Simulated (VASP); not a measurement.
Al3GaN4: single point with r2SCAN

Al3GaN4:

```
Al Ga N
1.0
     4.40124    0.00000    0.00000
     0.00000    4.40124    0.00000
     0.00000    0.00000    4.40124
Al Ga N
3 1 4
Direct
  0.50000 0.49751 0.00000
  0.50000 0.99148 0.50000
  0.00000 0.49751 0.50000
  0.00000 0.00721 0.00000
  0.74677 0.74199 0.25323
  0.74214 0.25307 0.74214
  0.25323 0.74199 0.74677
  0.25786 0.25307 0.25786
```

This cell differs from its parent crystal: atoms displaced along a vibrational mode.

- Program: VASP 6.6.1
- Task: single point
- Functional: r2SCAN
- Potentials or basis: VASP PAW PBE potentials, release 64 (Al, Ga_d, N)
- Cutoff: 520 eV
- k mesh: 6 × 6 × 6
- Occupations: gaussian, width 0.05 eV
- Spin: no spin polarisation
- Dipole correction: no
- Further INCAR settings: ALGO = Normal; EDIFF = 1e-06; NBANDS = 31

```json
{
 "Pressure": "0.0 GPa",
 "Largest force": "0.525 eV/Å",
 "Band gap on the k mesh": "3.96 eV"
}
```

Forces on the atoms (eV/Å):
```
Al   0.000  0.070  0.000
Al   0.000  0.241  0.000
Al   0.000  0.070  0.000
Ga   0.000 -0.525  0.000
N   -0.077 -0.008  0.077
N   -0.013  0.080 -0.013
N    0.077 -0.008 -0.077
N    0.013  0.080  0.013
```

Stress tensor (GPa, compression positive):
```
 0.01  0.00  0.37
 0.00 -0.08  0.00
 0.37  0.00  0.01
```

Levels at points of the mesh, in eV from the valence-band top:
| k point | band 18 | band 19 | band 20 | band 21 | band 22 | band 23 | band 24 | band 25 |
| --- | --- | --- | --- | --- | --- | --- | --- | --- |
| (0.00, 0.00, 0.00) | -2.01 | 0.00 | 0.00 | 0.00 | 3.96 | 3.99 | 4.04 | 4.11 |
| (0.50, 0.00, 0.00) | -1.26 | -1.26 | -0.94 | -0.94 | 6.25 | 6.31 | 6.77 | 6.78 |
| (0.00, 0.50, 0.00) | -1.28 | -1.23 | -0.97 | -0.92 | 6.23 | 6.34 | 6.76 | 6.78 |
| (0.50, 0.50, 0.00) | -0.88 | -0.58 | -0.53 | -0.52 | 8.02 | 8.28 | 8.31 | 8.56 |
| (0.50, 0.00, 0.50) | -0.88 | -0.58 | -0.56 | -0.50 | 7.97 | 8.25 | 8.34 | 8.59 |
| (0.50, 0.50, 0.50) | -0.63 | -0.40 | -0.36 | -0.32 | 6.18 | 7.79 | 7.80 | 7.81 |

It took 7.3 min on 1 thread of Intel Xeon 8259CL, on a shared host, peak memory 0.3 GiB.

Caveat: the cell differs from its parent crystal (atoms displaced along a vibrational mode); the PAW data sets were made with another functional, which shifts forces and pressure a little. A k mesh can miss the band edges.
